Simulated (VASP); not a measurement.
# P: single point with PBEsol+D3(BJ)

P:

```xyz
2
Lattice="-1.6683 2.3579 1.7522 1.6683 -2.3579 1.7522 1.6683 2.3579 -1.7522" Properties=species:S:1:pos:R:3 pbc="T T T"
P     0.0000    3.5369    0.0609
P     1.6683   -1.1790    1.6913
```

This cell differs from its parent crystal: ratio of the length along z to the lengths across it x 1.05, volume and fractional coordinates fixed.

* Program: VASP 6.6.1
* Task: single point
* Functional: PBEsol
* Dispersion: D3(BJ)
* Potentials or basis: VASP PAW PBE potentials, release 64 (P)
* Cutoff: 520 eV
* k mesh: 28 × 28 × 28
* Occupations: gaussian, width 0.15 eV
* Spin: no spin polarisation

- Pressure: 0.4 GPa
- Largest force: 0.043 eV/Å
- Band gap on the k mesh: zero (bands 5 and 6 overlap by 2.48 eV)
- Dispersion energy per atom: -0.411 eV

Forces on the atoms (eV/Å):
```
P    0.000  0.000  0.043
P    0.000  0.000 -0.043
```

Stress tensor (GPa, compression positive):
```
 1.16  0.00  0.00
 0.00  5.09  0.00
 0.00  0.00 -5.01
```

Levels at points of the mesh, in eV from the Fermi level:
```
           k point  band 1  band 2  band 3  band 4  band 5  band 6  band 7  band 8  band 9  band 10
(0.00, 0.00, 0.00)  -17.26   -2.72   -2.61   -1.88   -1.20    3.47    4.03    4.62    4.65     5.61
(0.50, 0.00, 0.00)  -13.39  -12.56   -2.00   -1.54   -1.42   -0.71    1.44    2.02   10.75    11.09
(0.00, 0.50, 0.00)  -12.78   -9.52   -7.18   -5.87   -5.43    0.35    7.67    8.90    9.23    10.79
(0.50, 0.50, 0.00)  -12.74  -12.74   -2.38   -2.38   -1.16   -1.16    1.24    1.24   11.95    11.95
(0.50, 0.50, 0.50)  -12.34   -9.37   -7.96   -6.15   -5.39    0.29    7.97    8.49    9.49    11.50
```

Wall time 5.2 min on 1 thread of Intel(R) Xeon(R) 6975P-C (Granite Rapids) (shared host), peak memory 0.81 GiB.

Caveat: the stress differs along the axes, from -5 to 5 GPa; the PAW data sets were made with another functional, which shifts forces and pressure a little.
